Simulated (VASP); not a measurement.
# TiSe (P6_3/mmc) in VASP: notebook, part 2 of 2

VASP 6.6.1. The steps go on from the part before.

## Step 3: Single point, PBEsol

This run uses another cell than the first one, of 11.66 Å³/atom.

File INCAR:

```
PREC     = Accurate       # precision mode
ENCUT    = 520            # plane-wave cutoff, eV
EDIFF    = 1E-7           # SCF threshold, eV
ISMEAR   = 0              # smearing method
SIGMA    = 0.1            # smearing width, eV
LREAL    = F              # projectors in reciprocal space
LASPH    = T              # aspherical terms in the spheres
NELM     = 60             # most SCF steps
ALGO     = Normal         # electronic algorithm
ISIF     = 2              # what is computed and relaxed
LWAVE    = F              # write WAVECAR
LCHARG   = F              # write CHGCAR
GGA      = PS             # functional
NBANDS   = 26             # bands
```

File KPOINTS:

```
Automatic mesh
0
Gamma
  18 18 8
```

File POSCAR:

```
TiSe
1.0
    2.9058396307      0.0000000000      0.0000000000
   -1.4529198154      2.5165309395      0.0000000000
    0.0000000000      0.0000000000      6.3796530576
Ti Se
2 2
Direct
    0.0000000000      0.0000000000      0.0000000000
    0.0000000000      0.0000000000      0.5000000000
    0.3333333333      0.6666666667      0.2500000000
    0.6666666667      0.3333333333      0.7500000000
```

Potentials or basis: VASP PAW PBE potentials, release 64 (Ti_sv, Se).

The run is started by

```bash
$ cat potpaw_PBE.64/Ti_sv/POTCAR potpaw_PBE.64/Se/POTCAR > POTCAR
$ mpirun -np 1 vasp_std > vasp.out
```

OUTCAR:

```text
PREC = Accurate
   ENCUT = 520
   EDIFF = 1E-7
   ISMEAR = 0
   LREAL = F
   LASPH = T
   NELM = 60
   ISIF = 2
   GGA = PS

 ion  position               nearest neighbor table
   1  0.000  0.000  0.000-   3 2.31   4 2.31   4 2.31   3 2.31   4 2.31   3 2.31
   2  0.000  0.000  0.500-   3 2.31   4 2.31   4 2.31   3 2.31   4 2.31   3 2.31
   3  0.333  0.667  0.250-   1 2.31   2 2.31   1 2.31   2 2.31   1 2.31   2 2.31
   4  0.667  0.333  0.750-   1 2.31   2 2.31   1 2.31   2 2.31   1 2.31   2 2.31

  LATTYP: Found a hexagonal cell.
 ALAT       =     2.9058396307
 C/A-ratio  =     2.1954594432

  Lattice vectors:

 A1 = (   2.9058396307,   0.0000000000,   0.0000000000)
 A2 = (  -1.4529198154,   2.5165309395,   0.0000000000)
 A3 = (   0.0000000000,   0.0000000000,   6.3796530576)

Analysis of symmetry for initial positions (statically):
=====================================================================
 Subroutine PRICEL returns:
 Original cell was already a primitive cell.

 Routine SETGRP: Setting up the symmetry group for a
 hexagonal supercell.

 Subroutine GETGRP returns: Found 24 space group operations
 (whereof 12 operations were pure point group operations)
 out of a pool of 24 trial point group operations.

The static configuration has the point symmetry D_3d.
 The point group associated with its full space group is D_6h.

Analysis of symmetry for dynamics (positions and initial velocities):
=====================================================================
 Subroutine PRICEL returns:
 Original cell was already a primitive cell.

 Routine SETGRP: Setting up the symmetry group for a
 hexagonal supercell.

 Subroutine GETGRP returns: Found 24 space group operations
 (whereof 12 operations were pure point group operations)
 out of a pool of 24 trial point group operations.

The dynamic configuration has the point symmetry D_3d.
[... 121 lines left out ...]
   IALGO  =     38    algorithm
   IMIX   =      4    mixing-type and parameters
     AMIX     =   0.40;   BMIX     =  1.00
     AMIX_MAG =   1.60;   BMIX_MAG =  1.00
  volume/ion in A,a.u.               =      11.66        78.71
  Fermi-wavevector in a.u.,A,eV,Ry     =   1.501592  2.837598 30.678133  2.254779
  Thomas-Fermi vector in A             =   2.612943
   LORBIT       =      0    0 simple, 1 ext, 2 COOP (PROOUT), +10 PAW based schemes
   GGA     = PS    functional components
   LHFCALC =     F    Hartree Fock is set to
   AEXX    =    0.0000 exact exchange contribution
   IVDW    =     0    specifies the selected vdW correction
   LEPSILON=     F    determine dielectric tensor
   LRPA    =     F    only Hartree local field effects (RPA)
 non-spin polarized calculation
 Gauss-broadening in eV      SIGMA  =   0.10
  energy-cutoff  :      520.00
  volume of cell :       46.65
 maximum number of plane-waves:      1296
 NGX is ok and might be reduce to    24
   NGX = 11   NGY = 11   NGZ = 23

 number of electron      35.9999992 magnetization

 Free energy of the ion-electron system (eV)
  ---------------------------------------------------
  ext. energy  EPLUGINS =         0.00000000
  ---------------------------------------------------
  free energy    TOTEN  =       -25.12757119 eV

  energy without entropy =      -25.12365208  energy(sigma->0) =      -25.12561164

 E-fermi :  13.4762     XC(G=0): -13.4706

 val. band max:       13.4713132256   @ k =   0.1111   0.1111   0.5000
 cond. band min:      13.4776763027   @ k =   0.0556   0.0556   0.1250
 fundamental gap:      0.0063630771
 Fermi energy:        13.4761540190

 k-point     1 :       0.0000    0.0000    0.0000
  band No.  band energies     occupation
      1     -42.8357      2.00000
      2     -42.8091      2.00000
      3     -19.9099      2.00000
      4     -19.5062      2.00000
      5     -18.9664      2.00000
      6     -18.9664      2.00000
[... 685 lines left out ...]
     25      18.6921      0.00000
     26      19.4232      0.00000

 [... further k-points ...]

------------------------ aborting loop because EDIFF is reached ----------------------------------------

  FORCE on cell =-STRESS in cart. coord.  units (eV):
  Direction    XX          YY          ZZ          XY          YZ          ZX
  --------------------------------------------------------------------------------------
  -------------------------------------------------------------------------------------
  Total       26.4311067     26.4311067     26.4832178     -0.0000000      0.0000000     -0.0000000
  in kB      907.7263714    907.7263714    909.5160279     -0.0000000      0.0000000     -0.0000000
  external PRESSURE =     908.3229235 kB  Pullay stress =       0.0000000 kB

 VOLUME and BASIS-vectors are now :
 -----------------------------------------------------------------------------
  energy-cutoff  :      520.00
  volume of cell :       46.65
      direct lattice vectors                 reciprocal lattice vectors
     2.905839631  0.000000000  0.000000000     0.344134614  0.198686212  0.000000000
    -1.452919815  2.516530939  0.000000000     0.000000000  0.397372424  0.000000000
     0.000000000  0.000000000  6.379653058     0.000000000  0.000000000  0.156748336

 POSITION                                       TOTAL-FORCE (eV/Angst)
 -----------------------------------------------------------------------------------
      0.00000      0.00000      0.00000        -0.000000      0.000000      0.000000
      0.00000      0.00000      3.18983        -0.000000      0.000000      0.000000
     -0.00000      1.67769      1.59491         0.000000      0.000000      0.000000
      1.45292      0.83884      4.78474        -0.000000      0.000000     -0.000000
 -----------------------------------------------------------------------------------
    total drift:                               -0.000000      0.000000      0.000000

  FREE ENERGIE OF THE ION-ELECTRON SYSTEM (eV)
  ---------------------------------------------------
  free  energy   TOTEN  =       -25.1275711930 eV

  energy  without entropy=      -25.1236520796  energy(sigma->0) =      -25.12561164
```

stdout:

```text
POSCAR found type information on POSCAR TiSe
 POSCAR found :  2 types and       4 ions
 scaLAPACK will be used
 -----------------------------------------------------------------------------
|                                                                             |
|                                                                             |
|     You enforced a specific xc type in the INCAR file but a different       |
|     I HOPE YOU KNOW WHAT YOU ARE DOING!                                     |
|                                                                             |
 -----------------------------------------------------------------------------

 LDA part: xc-table for (Slater+PW92), standard interpolation
 POSCAR, INCAR and KPOINTS ok, starting setup
 FFT: planning ... GRIDC
 FFT: planning ... GRID_SOFT
 FFT: planning ... GRID
 WAVECAR not read
 entering main loop
```

It took 74 s on 1 thread of Intel Xeon 6975P-C (Granite Rapids), shared host; peak memory 0.32 GiB.

Results:

| Property | Result |
| --- | --- |
| Free energy | -25.1276 eV |
| Pressure | 90.8 GPa |
| Band gap on the k mesh | zero (bands 18 and 19 overlap by 0.57 eV) |

Stress tensor (GPa, compression positive):
```
90.77  0.00  0.00
 0.00 90.77  0.00
 0.00  0.00 90.95
```

Caveat: the cell stands under pressure; the PAW data sets were made with another functional, which shifts forces and pressure a little.

## Step 4: Single point, PBEsol

This run uses another cell than the first one, of 12.96 Å³/atom.

File INCAR:

```
SYSTEM = TiSe
PREC = Accurate
ENCUT = 520
EDIFF = 1E-7
ISMEAR = 0
SIGMA = 0.1
LREAL = .FALSE.
LASPH = .TRUE.
NELM = 60
ALGO = Normal
ISIF = 2
LWAVE = .FALSE.
LCHARG = .FALSE.
GGA = PS
NBANDS = 26
```

File KPOINTS:

```
Automatic mesh
0
G
  18 18 8
  0 0 0
```

File POSCAR:

```
TiSe
1.0
    3.0376925848      0.0000000000      0.0000000000
   -1.5188462924      2.6307189473      0.0000000000
    0.0000000000      0.0000000000      6.4879975117
Ti Se
2 2
Direct
    0.0000000000      0.0000000000      0.0000000000
    0.0000000000      0.0000000000      0.5000000000
    0.3333333333      0.6666666667      0.2500000000
    0.6666666667      0.3333333333      0.7500000000
```

The run is started by

```bash
$ cat potpaw_PBE.64/Ti_sv/POTCAR potpaw_PBE.64/Se/POTCAR > POTCAR
$ mpirun -np 1 vasp_std > vasp.out
```

Wall time 79 s (1 thread of Intel Xeon 6975P-C (Granite Rapids), shared host); peak memory 0.33 GiB.

Results (log left out):

- Free energy: -27.3723 eV
- Pressure: 50.7 GPa
- Band gap on the k mesh: zero (bands 18 and 19 overlap by 0.47 eV)

Stress tensor (GPa, compression positive):
```
50.59  0.00  0.00
 0.00 50.59  0.00
 0.00  0.00 50.78
```

Levels at points of the mesh, in eV from the Fermi level:
| k point | band 15 | band 16 | band 17 | band 18 | band 19 | band 20 | band 21 | band 22 |
| --- | --- | --- | --- | --- | --- | --- | --- | --- |
| (0.00, 0.00, 0.00) | -3.04 | -0.17 | -0.17 | 0.22 | 0.22 | 0.39 | 0.39 | 1.32 |
| (0.50, 0.00, 0.00) | -4.23 | -2.69 | -2.05 | -1.74 | 0.77 | 2.24 | 2.69 | 2.81 |
| (0.00, 0.00, 0.50) | -2.22 | -2.22 | -0.37 | -0.37 | 0.67 | 0.67 | 0.67 | 0.67 |
| (0.50, 0.00, 0.50) | -3.43 | -3.43 | -1.92 | -1.92 | 2.14 | 2.14 | 2.75 | 2.75 |

Caveat: the cell stands under pressure; the PAW data sets were made with another functional, which shifts forces and pressure a little.

## Step 5: Single point, PBEsol

This run uses another cell than the first one, of 14.23 Å³/atom.

File INCAR:

```
SYSTEM = TiSe
  PREC = Accurate
  ENCUT = 520
  EDIFF = 1E-7
  ISMEAR = 0
  SIGMA = 0.1
  LREAL = .False.
  LASPH = .True.
  NELM = 60
  ALGO = Normal
  ISIF = 2
  LWAVE = .False.
  LCHARG = .False.
  GGA = PS
  NBANDS = 26
```

File KPOINTS:

```
Automatic mesh
0
Gamma
  18 18 8
  0 0 0
```

File POSCAR:

```
TiSe
1.0
    3.1582302831      0.0000000000      0.0000000000
   -1.5791151415      2.7351076561      0.0000000000
    0.0000000000      0.0000000000      6.5902264658
Ti Se
2 2
Direct
    0.0000000000      0.0000000000      0.0000000000
    0.0000000000      0.0000000000      0.5000000000
    0.3333333333      0.6666666667      0.2500000000
    0.6666666667      0.3333333333      0.7500000000
```

The run is started by

```bash
$ cat potpaw_PBE.64/Ti_sv/POTCAR potpaw_PBE.64/Se/POTCAR > POTCAR
$ mpirun -np 1 vasp_std > vasp.out
```

It took 89 s on 1 thread of Intel Xeon 6975P-C (Granite Rapids), shared host; peak memory 0.35 GiB.

It converged, with:

```yaml
Free_energy: -28.5517 eV
Pressure: 25.5 GPa
Band_gap_on_the_k_mesh: zero (bands 18 and 19 overlap by 0.47 eV)
```

Stress tensor (GPa, compression positive):
```
25.47  0.00  0.00
 0.00 25.47  0.00
 0.00  0.00 25.60
```

Levels at points of the mesh, in eV from the Fermi level:
| k point | band 16 | band 17 | band 18 | band 19 | band 20 | band 21 |
| --- | --- | --- | --- | --- | --- | --- |
| (0.00, 0.00, 0.00) | -0.18 | -0.18 | -0.12 | -0.12 | 0.15 | 0.15 |
| (0.50, 0.00, 0.00) | -2.35 | -2.28 | -1.41 | 0.70 | 2.10 | 2.26 |
| (0.00, 0.00, 0.50) | -2.33 | -0.22 | -0.22 | 0.56 | 0.56 | 0.56 |
| (0.50, 0.00, 0.50) | -3.42 | -1.65 | -1.65 | 1.95 | 1.95 | 2.32 |

Caveat: the cell stands under pressure; the PAW data sets were made with another functional, which shifts forces and pressure a little.

## Step 6: Overview

```tsv
cell	k mesh	gap on the mesh (eV)	pressure (GPa)
a = 3.368, b = 3.368, c = 6.765 Å, angles 90.0, 90.0, 120.0°, 4 atoms	12 × 12 × 8	none	-0.7
a = 2.906, b = 2.906, c = 6.380 Å, angles 90.0, 90.0, 120.0°, 4 atoms	18 × 18 × 8	none	90.8
a = 3.038, b = 3.038, c = 6.488 Å, angles 90.0, 90.0, 120.0°, 4 atoms	18 × 18 × 8	none	50.7
a = 3.158, b = 3.158, c = 6.590 Å, angles 90.0, 90.0, 120.0°, 4 atoms	18 × 18 × 8	none	25.5
```

Alike in all rows: task single point; level PBEsol; potentials or basis VASP PAW PBE potentials, release 64 (Ti_sv, Se); no spin polarisation; cutoff (eV) 520; smearing gaussian 0.1 eV.

Caveats: the PAW data sets were made with another functional, which shifts forces and pressure a little; the cell stands under pressure (at least some runs).

Total energies depend on the potentials used, so only differences within one code and one set of settings carry meaning.
